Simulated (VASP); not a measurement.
Runs of VASP 6.6.1 on AlN. The structure is that of space group Fm-3m (No. 225), or close to it. The cells are those of the table. 

```csv
cell,gap on the mesh (eV),pressure (GPa),largest force (eV/Å)
"a = 2.860, b = 2.860, c = 4.044 Å, 4 atoms",(a),-5.8,0.47
"a = 2.836, b = 2.836, c = 4.011 Å, 4 atoms",4.68,(b),0.50
"a = 2.789, b = 2.789, c = 3.944 Å, 4 atoms",5.03,16.5,0.58
"a = 2.884, b = 2.884, c = 4.078 Å, 4 atoms",4.21,-12.0,0.22
"a = 2.907, b = 2.907, c = 4.111 Å, 4 atoms",(c),-17.1,0.41
"a = 2.813, b = 2.813, c = 3.978 Å, 4 atoms",4.93,8.2,0.54
```

Alike in all rows: task single point; level LDA; potentials or basis VASP PAW LDA potentials, release 64 (Al, N); no spin polarisation; k mesh 8 × 8 × 6; cutoff (eV) 520; smearing gaussian 0.05 eV.

Problem. Estimate the missing entries.

Solution. (a) 4.44; (b) 0.8; (c) 3.98.

A k mesh can miss the band edges.
